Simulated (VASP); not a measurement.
# Sr (P6_3/mmc) in VASP: a series of runs

Runs on Sr. Level: PBE. Tasks: single point.

All numbers are computed with VASP 6.6.1; they aren't measurements. Logs are shortened: lines on timing, memory, paths and dates and some standing lists are left out, and cuts for length are marked.

### Step 1. The cell of the first run

Symmetry: P6_3/mmc, No. 194, hexagonal system. The conventional cell has a = 4.132 Å, b = 4.132 Å, c = 13.544 Å, α = 90.00°, β = 90.00°, γ = 120.00°. Sr (site symmetry -3m) has 12 Sr at 4.13 to 4.14 Å within 5.4 Å. Within 5.4 Å of Sr (site symmetry -6m2) lie 12 Sr at 4.13 to 4.14 Å.

This isn't the form of Sr at room conditions, which is fcc.

### Step 2. Single point, PBE (50.08 Å³/atom)

Input file INCAR:

```
  PREC = Accurate
  ENCUT = 520
  EDIFF = 1E-7
  ISMEAR = 0
  SIGMA = 0.1
  LREAL = False
  LASPH = True
  NELM = 100
  ALGO = Fast
  ISIF = 2
  LWAVE = False
  LCHARG = False
  GGA = PE
  NBANDS = 28
```

Input file KPOINTS:

```
Automatic mesh
0
Gamma
  12 12 4
```

Input file POSCAR:

```
Sr
1.0
    4.1323895565      0.0000000000      0.0000000000
   -2.0661947782      3.5787543342      0.0000000000
    0.0000000000      0.0000000000     13.5442225123
Sr
4
Direct
    0.0000000000      0.0000000000      0.0000000000
    0.3333333333      0.6666666667      0.2500000000
    0.0000000000      0.0000000000      0.5000000000
    0.6666666667      0.3333333333      0.7500000000
```

Potentials or basis: VASP PAW PBE potentials, release 64 (Sr_sv).

Launch:

```console
$ cat potpaw_PBE.64/Sr_sv/POTCAR > POTCAR
$ mpirun -np 1 vasp_std > vasp.out
```

OUTCAR:

```text
PREC = Accurate
   ENCUT = 520
   EDIFF = 1E-7
   ISMEAR = 0
   LREAL = False
   LASPH = True
   NELM = 100
   ISIF = 2
   GGA = PE

 ion  position               nearest neighbor table
   1  0.000  0.000  0.000-   2 4.14   4 4.14   2 4.14   4 4.14   4 4.14   2 4.14
   2  0.333  0.667  0.250-   1 4.14   3 4.14   1 4.14   3 4.14   1 4.14   3 4.14
   3  0.000  0.000  0.500-   2 4.14   4 4.14   2 4.14   4 4.14   4 4.14   2 4.14
   4  0.667  0.333  0.750-   1 4.14   3 4.14   1 4.14   3 4.14   1 4.14   3 4.14

  LATTYP: Found a hexagonal cell.
 ALAT       =     4.1323895565
 C/A-ratio  =     3.2775764064

  Lattice vectors:

 A1 = (   4.1323895565,   0.0000000000,   0.0000000000)
 A2 = (  -2.0661947782,   3.5787543342,   0.0000000000)
 A3 = (   0.0000000000,   0.0000000000,  13.5442225123)

Analysis of symmetry for initial positions (statically):
=====================================================================
 Subroutine PRICEL returns:
 Original cell was already a primitive cell.

 Routine SETGRP: Setting up the symmetry group for a
 hexagonal supercell.

 Subroutine GETGRP returns: Found 24 space group operations
 (whereof 12 operations were pure point group operations)
 out of a pool of 24 trial point group operations.

The static configuration has the point symmetry D_3d.
 The point group associated with its full space group is D_6h.

Analysis of symmetry for dynamics (positions and initial velocities):
=====================================================================
 Subroutine PRICEL returns:
 Original cell was already a primitive cell.

 Routine SETGRP: Setting up the symmetry group for a
 hexagonal supercell.

 Subroutine GETGRP returns: Found 24 space group operations
 (whereof 12 operations were pure point group operations)
 out of a pool of 24 trial point group operations.

The dynamic configuration has the point symmetry D_3d.
 The point group associated with its full space group is D_6h.

 Subroutine INISYM returns: Found 24 space group operations
 (whereof 12 operations are pure point group operations),
 and found     1 'primitive' translations

----------------------------------------------------------------------------------------

                                     Primitive cell

[... 92 lines left out ...]
   ENCUT  =  520.0 eV  38.22 Ry    6.18 a.u.   7.68  7.68 25.18*2*pi/ulx,y,z
   NELM   =    100;   NELMIN=  2; NELMDL= -5     # of ELM steps
   EDIFF  = 0.1E-06   stopping-criterion for ELM
   LREAL  =      F    real-space projection
   EDIFFG = 0.1E-05   stopping-criterion for IOM
   NSW    =      0    number of steps for IOM
   IBRION =     -1    ionic relax: 0-MD 1-quasi-New 2-CG
   NFREE  =      0    steps in history (QN), initial steepest desc. (CG)
   ISIF   =      2    stress and relaxation
   ISYM   =      2    0-nonsym 1-usesym 2-fastsym
   POTIM  = 0.5000    time-step for ionic-motion
   TEBEG  =    0.0;   TEEND  =   0.0 temperature during run
   PSTRESS=    0.0 pullay stress
   NELECT =      40.0000    total number of electrons
   NUPDOWN=      -1.0000    fix difference up-down
   EMIN   =  10.00;   EMAX   =-10.00  energy-range for DOS
   EFERMI =   0.00;   METHOD = LEGACY
   ISMEAR =     0;   SIGMA  =   0.10  broadening in eV -4-tet -1-fermi 0-gaus
   EFERMI_NEDOS =   21; number of points for ismear=-14 and -15
   IALGO  =     68    algorithm
   IMIX   =      4    mixing-type and parameters
     AMIX     =   0.40;   BMIX     =  1.00
     AMIX_MAG =   1.60;   BMIX_MAG =  1.00
  volume/ion in A,a.u.               =      50.08       337.93
  Fermi-wavevector in a.u.,A,eV,Ry     =   0.956898  1.808275 12.458232  0.915654
  Thomas-Fermi vector in A             =   2.085868
   LORBIT       =      0    0 simple, 1 ext, 2 COOP (PROOUT), +10 PAW based schemes
   GGA     = PE    functional components
   LHFCALC =     F    Hartree Fock is set to
   AEXX    =    0.0000 exact exchange contribution
   IVDW    =     0    specifies the selected vdW correction
   LEPSILON=     F    determine dielectric tensor
   LRPA    =     F    only Hartree local field effects (RPA)
 non-spin polarized calculation
 RMM-DIIS sequential band-by-band and
 Gauss-broadening in eV      SIGMA  =   0.10
  energy-cutoff  :      520.00
  volume of cell :      200.30
 maximum number of plane-waves:      5469
 NGX is ok and might be reduce to    32
   NGX = 15   NGY = 15   NGZ = 51

 number of electron      40.0000000 magnetization

 Free energy of the ion-electron system (eV)
  ---------------------------------------------------
  ext. energy  EPLUGINS =         0.00000000
  ---------------------------------------------------
  free energy    TOTEN  =        -6.47997755 eV

  energy without entropy =       -6.45713852  energy(sigma->0) =       -6.46855803

 E-fermi :   1.9404     XC(G=0):  -7.6392

 val. band max:        1.9373500867   @ k =   0.3333   0.1667   0.0000
 cond. band min:       1.9467022740   @ k =   0.2500   0.1667   0.0000
 fundamental gap:      0.0093521872
 Fermi energy:         1.9403533908

 k-point     1 :       0.0000    0.0000    0.0000
  band No.  band energies     occupation
      1     -34.5185      2.00000
      2     -34.5086      2.00000
      3     -34.5069      2.00000
      4     -34.4971      2.00000
      5     -16.6555      2.00000
      6     -16.5251      2.00000
[... 733 lines left out ...]
     27       3.7944      0.00000
     28       4.0367      0.00000

 [... further k-points ...]

------------------------ aborting loop because EDIFF is reached ----------------------------------------

  FORCE on cell =-STRESS in cart. coord.  units (eV):
  Direction    XX          YY          ZZ          XY          YZ          ZX
  --------------------------------------------------------------------------------------
  -------------------------------------------------------------------------------------
  Total        1.6092242      1.6092242      1.5865581      0.0000000     -0.0000000      0.0000000
  in kB       12.8718190     12.8718190     12.6905179      0.0000000     -0.0000000      0.0000000
  external PRESSURE =      12.8113853 kB  Pullay stress =       0.0000000 kB

 VOLUME and BASIS-vectors are now :
 -----------------------------------------------------------------------------
  energy-cutoff  :      520.00
  volume of cell :      200.30
      direct lattice vectors                 reciprocal lattice vectors
     4.132389556  0.000000000  0.000000000     0.241990738  0.139713418  0.000000000
    -2.066194778  3.578754334  0.000000000     0.000000000  0.279426836  0.000000000
     0.000000000  0.000000000 13.544222512     0.000000000  0.000000000  0.073832219

 POSITION                                       TOTAL-FORCE (eV/Angst)
 -----------------------------------------------------------------------------------
      0.00000      0.00000      0.00000        -0.000000      0.000000      0.000000
     -0.00000      2.38584      3.38606        -0.000000      0.000000     -0.000000
      0.00000      0.00000      6.77211        -0.000000      0.000000      0.000000
      2.06619      1.19292     10.15817         0.000000     -0.000000     -0.000000
 -----------------------------------------------------------------------------------
    total drift:                               -0.000000      0.000000      0.000000

  FREE ENERGIE OF THE ION-ELECTRON SYSTEM (eV)
  ---------------------------------------------------
  free  energy   TOTEN  =        -6.4799775451 eV

  energy  without entropy=       -6.4571385238  energy(sigma->0) =       -6.46855803
```

stdout:

```text
[... 24 lines left out ...]
 num prob  num prob  num prob WARNING in EDDRMM: call to ZHEGV failed, returncode =   8  4     23
 num prob  num prob  num prob  num prob  num prob  num prob  num prob  num prob  num prob  num prob  num prob  num prob  num prob  num prob  num prob  num prob  num prob  num prob  num prob  num prob  num prob  num prob  num prob  num prob  num prob  num prob  num prob  num prob  num prob  num prob  num prob  num prob  num prob  num prob  num prob  num prob  num prob  num prob  num prob  num prob RMM:  20    -0.647997754511E+01   -0.79717E-07   -0.86643E-07  2916   0.163E-03
```

Run time: 12 min. Hardware: 1 thread of Intel Xeon 8259CL, shared host; peak memory 0.47 GiB.

What came out:

```yaml
Free_energy: -6.4800 eV
Pressure: 1.3 GPa
Band_gap_on_the_k_mesh: zero (bands 20 and 21 overlap by 0.17 eV)
```

Levels at points of the mesh, in eV from the Fermi level:
| k point | band 18 | band 19 | band 20 | band 21 | band 22 | band 23 |
| --- | --- | --- | --- | --- | --- | --- |
| (0.00, 0.00, 0.00) | -2.80 | -2.79 | -1.21 | 0.16 | 1.26 | 1.29 |
| (0.50, 0.00, 0.00) | -0.91 | -0.76 | -0.64 | 0.08 | 0.22 | 0.27 |
| (0.00, 0.00, 0.50) | -3.54 | -1.81 | -1.81 | 0.56 | 0.56 | 2.02 |
| (0.50, 0.00, 0.50) | -1.05 | -0.70 | -0.70 | 0.15 | 0.15 | 0.32 |

### Step 3. Single point, PBE (51.73 Å³/atom)

This run uses another cell than the first one, of 51.73 Å³/atom.

Input file INCAR:

```
ALGO = Fast ; EDIFF = 1E-6
ENCUT = 520 ; GGA = PE
ISIF = 2 ; ISMEAR = 0
LASPH = True ; LCHARG = False
LREAL = False ; LWAVE = False
NBANDS = 28 ; NELM = 100
PREC = Accurate ; SIGMA = 0.1
```

Input file KPOINTS:

```
k-points
0
Gamma
  12 12 4
```

Input file POSCAR:

```
Sr
1.0
    4.1773103536      0.0000000000      0.0000000000
   -2.0886551768      3.6176568857      0.0000000000
    0.0000000000      0.0000000000     13.6914538571
Sr
4
Direct
    0.0000000000      0.0000000000      0.0000000000
    0.3333333333      0.6666666667      0.2500000000
    0.0000000000      0.0000000000      0.5000000000
    0.6666666667      0.3333333333      0.7500000000
```

Potentials or basis: VASP PAW PBE potentials, release 64 (Sr_sv).

Launch:

```console
$ cat potpaw_PBE.64/Sr_sv/POTCAR > POTCAR
$ mpirun -np 1 vasp_std > vasp.out
```

It took 11 min on 1 thread of Intel Xeon 8259CL, shared host; peak memory 0.47 GiB.

The run converged. Its results:

| Quantity | Value |
| --- | --- |
| Free energy | -6.5230 eV |
| Pressure | 0.8 GPa |
| Band gap on the k mesh | zero (bands 20 and 21 overlap by 0.18 eV) |

Levels at points of the mesh, in eV from the Fermi level:
```tsv
k point	band 17	band 18	band 19	band 20	band 21	band 22	band 23	band 24
(0.00, 0.00, 0.00)	-3.76	-2.78	-2.77	-1.19	0.11	1.25	1.27	2.25
(0.50, 0.00, 0.00)	-1.16	-0.89	-0.77	-0.63	0.07	0.24	0.28	0.29
(0.00, 0.00, 0.50)	-3.50	-3.50	-1.81	-1.81	0.54	0.54	1.99	1.99
(0.50, 0.00, 0.50)	-1.04	-1.04	-0.68	-0.68	0.13	0.13	0.32	0.32
```

### Step 4. Single point, PBE (53.38 Å³/atom)

This run uses another cell than the first one, of 53.38 Å³/atom.

Input file INCAR:

```
SYSTEM = Sr
PREC = Accurate
ENCUT = 520
EDIFF = 1E-7
ISMEAR = 0
SIGMA = 0.1
LREAL = .False.
LASPH = .True.
NELM = 80
ALGO = Fast
ISIF = 2
LWAVE = .False.
LCHARG = .False.
GGA = PE
NBANDS = 28
```

Input file KPOINTS:

```
Automatic mesh
0
Gamma
  12 12 4
  0 0 0
```

Input file POSCAR:

```
Sr
1.0
    4.2212852731      0.0000000000      0.0000000000
   -2.1106426365      3.6557402831      0.0000000000
    0.0000000000      0.0000000000     13.8355850158
Sr
4
Direct
    0.0000000000      0.0000000000      0.0000000000
    0.3333333333      0.6666666667      0.2500000000
    0.0000000000      0.0000000000      0.5000000000
    0.6666666667      0.3333333333      0.7500000000
```

Launch:

```console
$ cat potpaw_PBE.64/Sr_sv/POTCAR > POTCAR
$ mpirun -np 1 vasp_std > vasp.out
```

Run time: 13 min. Hardware: 1 thread of Intel Xeon 8259CL, shared host; peak memory 0.48 GiB.

It converged, with:

* Free energy: -6.5474 eV
* Pressure: 0.4 GPa
* Band gap on the k mesh: zero (bands 20 and 21 overlap by 0.19 eV)

Levels at points of the mesh, in eV from the Fermi level:
```
           k point  band 17  band 18  band 19  band 20  band 21  band 22  band 23  band 24
(0.00, 0.00, 0.00)    -3.71    -2.75    -2.75    -1.17     0.07     1.24     1.26     2.22
(0.50, 0.00, 0.00)    -1.14    -0.86    -0.77    -0.61     0.06     0.25     0.26     0.29
(0.00, 0.00, 0.50)    -3.46    -3.46    -1.80    -1.80     0.52     0.52     1.97     1.97
(0.50, 0.00, 0.50)    -1.03    -1.03    -0.66    -0.66     0.11     0.11     0.33     0.33
```

### Step 5. Summary

| cell | further INCAR settings | gap on the mesh (eV) | pressure (GPa) |
| --- | --- | --- | --- |
| a = 4.132, b = 4.132, c = 13.544 Å, angles 90.0, 90.0, 120.0°, 4 atoms | ALGO = Fast; EDIFF = 1e-07; NBANDS = 28 | none | 1.3 |
| a = 4.177, b = 4.177, c = 13.691 Å, angles 90.0, 90.0, 120.0°, 4 atoms | ALGO = Fast; EDIFF = 1e-06; NBANDS = 28 | none | 0.8 |
| a = 4.221, b = 4.221, c = 13.836 Å, angles 90.0, 90.0, 120.0°, 4 atoms | ALGO = Fast; EDIFF = 1e-07; NBANDS = 28 | none | 0.4 |

Alike in all rows: task single point; level PBE; potentials or basis VASP PAW PBE potentials, release 64 (Sr_sv); no spin polarisation; k mesh 12 × 12 × 4; cutoff (eV) 520; smearing gaussian 0.1 eV.

Total energies depend on the potentials used, so only differences within one code and one set of settings carry meaning.
